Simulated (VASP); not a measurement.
# SnO (Cmme) in VASP: notebook

SnO is run at these levels: PBEsol; tasks: single point.

Program: VASP 6.6.1. These are calculated values, not measurements. Logs are shortened: lines on timing, memory, paths and dates and some standing lists are left out, and cuts for length are marked.

## Step 1: The cell of the first run

The structure is orthorhombic, space group Cmme (No. 67). The conventional cell has a = 5.343 Å, b = 5.410 Å, c = 4.836 Å, α = 90.00°, β = 90.00°, γ = 90.00°. Sn (site symmetry mm2) has 4 O at 2.22 Å within 2.9 Å. O (site symmetry 222) has 4 Sn at 2.22 Å and 4 O at 2.67 to 2.71 Å within 2.9 Å.

## Step 2: Single point, PBEsol (strain +0.0125 x Voigt [0, 0, 0, 0, 0, 1])

Input file INCAR:

```
PREC = Accurate
ENCUT = 520
EDIFF = 1E-6
ISMEAR = 0
SIGMA = 0.15
LREAL = False
LASPH = True
NELM = 60
ALGO = Normal
ISIF = 2
LWAVE = False
LCHARG = True
GGA = PS
LELF = True
LVHAR = True
NBANDS = 28
```

Input file KPOINTS:

```
regular mesh
0
Gamma
  12 12 10
```

Input file POSCAR:

```
SnO
1.0
    3.8020000000      0.0237625000      0.0000000000
    0.0237625000      3.8020000000      0.0000000000
    0.0000000000      0.0000000000      4.8360000000
Sn O
2 2
Direct
    0.0000000000      0.5000000000      0.2385000000
    0.5000000000      0.0000000000      0.7615000000
    0.0000000000      0.0000000000      0.0000000000
    0.5000000000      0.5000000000      0.0000000000
```

Potentials or basis: VASP PAW PBE potentials, release 64 (Sn_d, O).

On the command line:

```sh
$ cat potpaw_PBE.64/Sn_d/POTCAR potpaw_PBE.64/O/POTCAR > POTCAR
$ mpirun -np 1 vasp_std > vasp.out
```

OUTCAR:

```text
PREC = Accurate
   ENCUT = 520
   EDIFF = 1E-6
   ISMEAR = 0
   LREAL = False
   LASPH = True
   NELM = 60
   ISIF = 2
   GGA = PS

 ion  position               nearest neighbor table
   1  0.000  0.500  0.239-   3 2.22   4 2.22   3 2.22   4 2.22   2 3.53   2 3.53   2 3.56   2 3.56
                             2 3.68   2 3.68   2 3.70   2 3.70
   2  0.500  0.000  0.761-   3 2.22   4 2.22   4 2.22   3 2.22   1 3.53   1 3.53   1 3.56   1 3.56
                             1 3.68   1 3.68   1 3.70   1 3.70
   3  0.000  0.000  0.000-   1 2.22   2 2.22   1 2.22   2 2.22
   4  0.500  0.500  0.000-   1 2.22   2 2.22   2 2.22   1 2.22

  LATTYP: Found a base centered orthorhombic cell.
 ALAT       =     5.3432347144
 B/A-ratio  =     1.0125786164
 C/A-ratio  =     0.9050697300

  Lattice vectors:

 A1 = (  -0.0237625000,  -3.8020000000,   0.0000000000)
 A2 = (   3.8020000000,   0.0237625000,   0.0000000000)
 A3 = (   0.0000000000,   0.0000000000,   4.8360000000)

Analysis of symmetry for initial positions (statically):
=====================================================================
 Subroutine PRICEL returns:
 Original cell was already a primitive cell.

 Routine SETGRP: Setting up the symmetry group for a
 base centered orthorhombic supercell.

 Subroutine GETGRP returns: Found  8 space group operations
 (whereof  4 operations were pure point group operations)
 out of a pool of  8 trial point group operations.

The static configuration has the point symmetry D_2 .
 The point group associated with its full space group is D_2h.

Analysis of symmetry for dynamics (positions and initial velocities):
=====================================================================
 Subroutine PRICEL returns:
 Original cell was already a primitive cell.

 Routine SETGRP: Setting up the symmetry group for a
 base centered orthorhombic supercell.

 Subroutine GETGRP returns: Found  8 space group operations
 (whereof  4 operations were pure point group operations)
 out of a pool of  8 trial point group operations.

The dynamic configuration has the point symmetry D_2 .
 The point group associated with its full space group is D_2h.

 Subroutine INISYM returns: Found  8 space group operations
 (whereof  4 operations are pure point group operations),
 and found     1 'primitive' translations

----------------------------------------------------------------------------------------

                                     Primitive cell

  volume of cell :      69.9026

  direct lattice vectors                    reciprocal lattice vectors
     3.802000000  0.023762500  0.000000000     0.263029738 -0.001643936  0.000000000
     0.023762500  3.802000000  0.000000000    -0.001643936  0.263029738  0.000000000
     0.000000000  0.000000000  4.836000000     0.000000000  0.000000000  0.206782465

  length of vectors
     3.802074257  3.802074257  4.836000000     0.263034875  0.263034875  0.206782465

  position of ions in fractional coordinates (direct lattice)
     0.000000000  0.500000000  0.238500000
     0.500000000  0.000000000  0.761500000
     0.000000000  0.000000000  0.000000000
     0.500000000  0.500000000  0.000000000

  ion indices of the primitive-cell ions
   primitive index   ion index
                 1           1
                 2           2
                 3           3
                 4           4

----------------------------------------------------------------------------------------

 KPOINTS: regular mesh

Automatic generation of k-mesh.
 Grid dimensions read from file:
 generate k-points for:   12   12   10

 Generating k-lattice:

  Cartesian coordinates                     Fractional coordinates (reciprocal lattice)
     0.021919145 -0.000136995  0.000000000     0.083333333  0.000000000  0.000000000
    -0.000136995  0.021919145  0.000000000     0.000000000  0.083333333  0.000000000
     0.000000000  0.000000000  0.020678246     0.000000000  0.000000000  0.100000000

  Length of vectors
     0.021919573  0.021919573  0.020678246

  Shift w.r.t. Gamma in fractional coordinates (k-lattice)
     0.000000000  0.000000000  0.000000000

 Subroutine IBZKPT returns following result:
 ===========================================

 Found    258 irreducible k-points:

 Following reciprocal coordinates:
            Coordinates               Weight
  0.000000  0.000000  0.000000      1.000000
  0.083333  0.000000  0.000000      4.000000
  0.166667  0.000000  0.000000      4.000000
  0.250000  0.000000  0.000000      4.000000
  0.333333  0.000000  0.000000      4.000000
  0.416667  0.000000  0.000000      4.000000
[... 16 lines left out ...]
  0.500000  0.166667  0.000000      4.000000
 -0.416667  0.166667  0.000000      4.000000
 [... further k-points ...]
   k-points           NKPTS =    258   k-points in BZ     NKDIM =    258   number of bands    NBANDS=     28
   number of dos      NEDOS =    301   number of ions     NIONS =      4
   total plane-waves  NPLWV =  28224
   dimension x,y,z NGX =    28 NGY =   28 NGZ =   36
   dimension x,y,z NGXF=    56 NGYF=   56 NGZF=   72
   ions per type =               2   2
   NGX,Y,Z   is equivalent  to a cutoff of  12.24, 12.24, 12.38 a.u.
   NGXF,Y,Z  is equivalent  to a cutoff of  24.49, 24.49, 24.75 a.u.
 SYSTEM =  unknown system
   PREC   = accura    normal or accurate (medium, high low for compatibility)
   ISTART =      0    job   : 0-new  1-cont  2-samecut
   ICHARG =      2    charge: 1-file 2-atom 10-const
   ISPIN  =      1    spin polarized calculation?
   LNONCOLLINEAR =      F non collinear calculations
   LSORBIT =      F    spin-orbit coupling
   LASPH  =      T    aspherical Exc in radial PAW
   ENCUT  =  520.0 eV  38.22 Ry    6.18 a.u.   7.07  7.07  8.99*2*pi/ulx,y,z
   NELM   =     60;   NELMIN=  2; NELMDL= -5     # of ELM steps
   EDIFF  = 0.1E-05   stopping-criterion for ELM
   LREAL  =      F    real-space projection
   EDIFFG = 0.1E-04   stopping-criterion for IOM
   NSW    =      0    number of steps for IOM
   IBRION =     -1    ionic relax: 0-MD 1-quasi-New 2-CG
   NFREE  =      0    steps in history (QN), initial steepest desc. (CG)
   ISIF   =      2    stress and relaxation
   ISYM   =      2    0-nonsym 1-usesym 2-fastsym
   POTIM  = 0.5000    time-step for ionic-motion
   TEBEG  =    0.0;   TEEND  =   0.0 temperature during run
   PSTRESS=    0.0 pullay stress
   NELECT =      40.0000    total number of electrons
   NUPDOWN=      -1.0000    fix difference up-down
   EMIN   =  10.00;   EMAX   =-10.00  energy-range for DOS
   EFERMI =   0.00;   METHOD = LEGACY
   ISMEAR =     0;   SIGMA  =   0.15  broadening in eV -4-tet -1-fermi 0-gaus
   EFERMI_NEDOS =   21; number of points for ismear=-14 and -15
   IALGO  =     38    algorithm
   IMIX   =      4    mixing-type and parameters
     AMIX     =   0.40;   BMIX     =  1.00
     AMIX_MAG =   1.60;   BMIX_MAG =  1.00
  volume/ion in A,a.u.               =      17.48       117.93
  Fermi-wavevector in a.u.,A,eV,Ry     =   1.359138  2.568399 25.133455  1.847257
  Thomas-Fermi vector in A             =   2.485912
   LORBIT       =      0    0 simple, 1 ext, 2 COOP (PROOUT), +10 PAW based schemes
   GGA     = PS    functional components
   LHFCALC =     F    Hartree Fock is set to
   AEXX    =    0.0000 exact exchange contribution
   IVDW    =     0    specifies the selected vdW correction
   LEPSILON=     F    determine dielectric tensor
   LRPA    =     F    only Hartree local field effects (RPA)
 non-spin polarized calculation
 Gauss-broadening in eV      SIGMA  =   0.15
  energy-cutoff  :      520.00
  volume of cell :       69.90
 maximum number of plane-waves:      1902
   NGX = 15   NGY = 15   NGZ = 17

 number of electron      39.9999992 magnetization

 Free energy of the ion-electron system (eV)
  ---------------------------------------------------
  ext. energy  EPLUGINS =         0.00000000
  ---------------------------------------------------
  free energy    TOTEN  =       -24.20915460 eV

  energy without entropy =      -24.20793185  energy(sigma->0) =      -24.20854323

 E-fermi :   7.1538     XC(G=0): -10.4980

 val. band max:        7.0700104257   @ k =   0.5000   0.5000   0.0000
 cond. band min:       7.1945787921   @ k =   0.5000   0.5000   0.1000
 fundamental gap:      0.1245683664
 Fermi energy:         7.1537787581

 k-point     1 :       0.0000    0.0000    0.0000
  band No.  band energies     occupation
      1     -14.8779      2.00000
      2     -14.4353      2.00000
      3     -14.4266      2.00000
      4     -14.4256      2.00000
      5     -14.3802      2.00000
      6     -14.3754      2.00000
[... 20 lines left out ...]
     27      13.7308      0.00000
     28      14.1101      0.00000

 k-point     2 :       0.0833    0.0000    0.0000
  band No.  band energies     occupation
      1     -14.8741      2.00000
      2     -14.4336      2.00000
      3     -14.4252      2.00000
      4     -14.4242      2.00000
      5     -14.3810      2.00000
      6     -14.3727      2.00000
[... 20 lines left out ...]
     27      13.8641      0.00000
     28      14.7187      0.00000

 k-point     3 :       0.1667    0.0000    0.0000
  band No.  band energies     occupation
      1     -14.8634      2.00000
      2     -14.4487      2.00000
      3     -14.4285      2.00000
      4     -14.4199      2.00000
      5     -14.3961      2.00000
      6     -14.3823      2.00000
[... 20 lines left out ...]
     27      14.0093      0.00000
     28      16.0123      0.00000

 k-point     4 :       0.2500    0.0000    0.0000
  band No.  band energies     occupation
      1     -14.8463      2.00000
      2     -14.5312      2.00000
      3     -14.4205      2.00000
      4     -14.4131      2.00000
      5     -14.3933      2.00000
      6     -14.3850      2.00000
[... 578 lines left out ...]
     27      15.0372      0.00000
     28      15.3313      0.00000

 k-point    23 :       0.5000    0.1667    0.0000
  band No.  band energies     occupation
      1     -14.7678      2.00000
      2     -14.7635      2.00000
      3     -14.4017      2.00000
      4     -14.3979      2.00000
      5     -14.3865      2.00000
      6     -14.3850      2.00000
[... 20 lines left out ...]
     27      15.1047      0.00000
     28      15.2271      0.00000

 k-point    24 :      -0.4167    0.1667    0.0000
  band No.  band energies     occupation
      1     -14.8022      2.00000
      2     -14.7157      2.00000
      3     -14.4064      2.00000
      4     -14.3964      2.00000
      5     -14.3858      2.00000
      6     -14.3851      2.00000
[... 20 lines left out ...]
     27      14.9897      0.00000
     28      15.4840      0.00000

 [... further k-points ...]

------------------------ aborting loop because EDIFF is reached ----------------------------------------

  FORCE on cell =-STRESS in cart. coord.  units (eV):
  Direction    XX          YY          ZZ          XY          YZ          ZX
  --------------------------------------------------------------------------------------
  -------------------------------------------------------------------------------------
  Total        0.1432706      0.1432706     -0.0461807     -0.4535291      0.0000000      0.0000000
  in kB        3.2837813      3.2837813     -1.0584666    -10.3949441      0.0000000      0.0000000
  external PRESSURE =       1.8363653 kB  Pullay stress =       0.0000000 kB

 VOLUME and BASIS-vectors are now :
 -----------------------------------------------------------------------------
  energy-cutoff  :      520.00
  volume of cell :       69.90
      direct lattice vectors                 reciprocal lattice vectors
     3.802000000  0.023762500  0.000000000     0.263029738 -0.001643936  0.000000000
     0.023762500  3.802000000  0.000000000    -0.001643936  0.263029738  0.000000000
     0.000000000  0.000000000  4.836000000     0.000000000  0.000000000  0.206782465

 POSITION                                       TOTAL-FORCE (eV/Angst)
 -----------------------------------------------------------------------------------
      0.01188      1.90100      1.15339        -0.000000      0.000000      0.146640
      1.90100      0.01188      3.68261         0.000000      0.000000     -0.146640
      0.00000      0.00000      0.00000         0.000000      0.000000      0.000000
      1.91288      1.91288      0.00000        -0.000000      0.000000      0.000000
 -----------------------------------------------------------------------------------
    total drift:                                0.000000      0.000000      0.000000

  FREE ENERGIE OF THE ION-ELECTRON SYSTEM (eV)
  ---------------------------------------------------
  free  energy   TOTEN  =       -24.2091546035 eV

  energy  without entropy=      -24.2079318537  energy(sigma->0) =      -24.20854323
```

Wall time 7.5 min (1 thread of Intel Xeon 8259CL, shared host); peak memory 0.48 GiB.

Results:

```
Free energy            : -24.2092 eV
Pressure               : 0.2 GPa
Largest force          : 0.147 eV/Å
Band gap on the k mesh : zero (bands 20 and 21 overlap by 0.02 eV)
```

Forces on the atoms (eV/Å):
```
Sn   0.000  0.000  0.147
Sn   0.000  0.000 -0.147
O    0.000  0.000  0.000
O    0.000  0.000  0.000
```

Levels at points of the mesh, in eV from the Fermi level:
```csv
k point,band 16,band 17,band 18,band 19,band 20,band 21,band 22,band 23,band 24,band 25
"(0.00, 0.00, 0.00)",-6.44,-3.61,-3.38,-3.21,-0.11,1.94,4.18,4.51,4.59,5.53
"(0.50, 0.00, 0.00)",-5.17,-5.00,-5.00,-2.85,-2.85,3.04,3.04,5.76,5.76,5.85
"(0.50, 0.50, 0.00)",-5.27,-2.68,-2.57,-2.03,-1.97,-0.11,-0.08,4.20,4.30,7.10
"(0.00, 0.00, 0.50)",-3.68,-3.40,-3.24,-3.23,-2.35,1.48,2.75,2.84,3.53,7.71
"(0.50, 0.00, 0.50)",-5.64,-4.96,-4.96,-1.86,-1.86,2.43,2.43,5.28,5.28,6.53
"(0.50, 0.50, 0.50)",-5.74,-2.89,-2.74,-2.68,-2.57,2.19,2.21,3.85,3.90,5.42
```

Caveat: the cell differs from its parent crystal (strain +0.0125 x Voigt [0, 0, 0, 0, 0, 1]); semilocal functionals underestimate gaps, so a narrow gap can read as zero; the PAW data sets were made with another functional, which shifts forces and pressure a little; spin-orbit coupling is left out, which moves the levels of the heavy elements.

## Step 3: Single point, PBEsol (strain +0.0075 x Voigt [0, 0, 0, 0, 0, 1])

Input file INCAR:

```
SYSTEM = SnO
ALGO = Normal
EDIFF = 1E-6
ENCUT = 520
GGA = PS
ISIF = 2
ISMEAR = 0
LASPH = .TRUE.
LCHARG = .FALSE.
LREAL = .FALSE.
LWAVE = .FALSE.
NBANDS = 28
NELM = 60
PREC = Accurate
SIGMA = 0.15
```

Input file KPOINTS:

```
k-points
0
G
  12 12 10
  0 0 0
```

Changes to POSCAR since step 2:

```diff
@@ -2,4 +2,4 @@
 1.0
-    3.8020000000      0.0237625000      0.0000000000
-    0.0237625000      3.8020000000      0.0000000000
+    3.8020000000      0.0142575000      0.0000000000
+    0.0142575000      3.8020000000      0.0000000000
     0.0000000000      0.0000000000      4.8360000000
```

Potentials or basis: VASP PAW PBE potentials, release 64 (Sn_d, O).

On the command line:

```sh
$ cat potpaw_PBE.64/Sn_d/POTCAR potpaw_PBE.64/O/POTCAR > POTCAR
$ mpirun -np 1 vasp_std > vasp.out
```

It took 7.7 min on 1 thread of Intel Xeon 8259CL, shared host; peak memory 0.48 GiB.

It converged, with:

| Property | Result |
| --- | --- |
| Free energy | -24.2110 eV |
| Pressure | 0.2 GPa |
| Largest force | 0.147 eV/Å |
| Band gap on the k mesh | zero (bands 20 and 21 overlap by 0.01 eV) |

Forces on the atoms (eV/Å):
```
Sn   0.000  0.000  0.147
Sn   0.000  0.000 -0.147
O    0.000  0.000  0.000
O    0.000  0.000  0.000
```

Stress tensor (GPa, compression positive):
```
 0.32 -0.62  0.00
-0.62  0.32  0.00
 0.00  0.00 -0.11
```

Levels at points of the mesh, in eV from the Fermi level:
| k point | band 18 | band 19 | band 20 | band 21 | band 22 | band 23 |
| --- | --- | --- | --- | --- | --- | --- |
| (0.00, 0.00, 0.00) | -3.35 | -3.25 | -0.11 | 1.94 | 4.18 | 4.53 |
| (0.50, 0.00, 0.00) | -5.00 | -2.85 | -2.85 | 3.04 | 3.04 | 5.77 |
| (0.50, 0.50, 0.00) | -2.59 | -2.02 | -1.98 | -0.11 | -0.09 | 4.22 |
| (0.00, 0.00, 0.50) | -3.26 | -3.24 | -2.35 | 1.48 | 2.77 | 2.82 |
| (0.50, 0.00, 0.50) | -4.96 | -1.86 | -1.86 | 2.43 | 2.43 | 5.28 |
| (0.50, 0.50, 0.50) | -2.77 | -2.66 | -2.59 | 2.19 | 2.21 | 3.86 |

Caveat: the cell differs from its parent crystal (strain +0.0075 x Voigt [0, 0, 0, 0, 0, 1]); semilocal functionals underestimate gaps, so a narrow gap can read as zero; the PAW data sets were made with another functional, which shifts forces and pressure a little; spin-orbit coupling is left out, which moves the levels of the heavy elements.
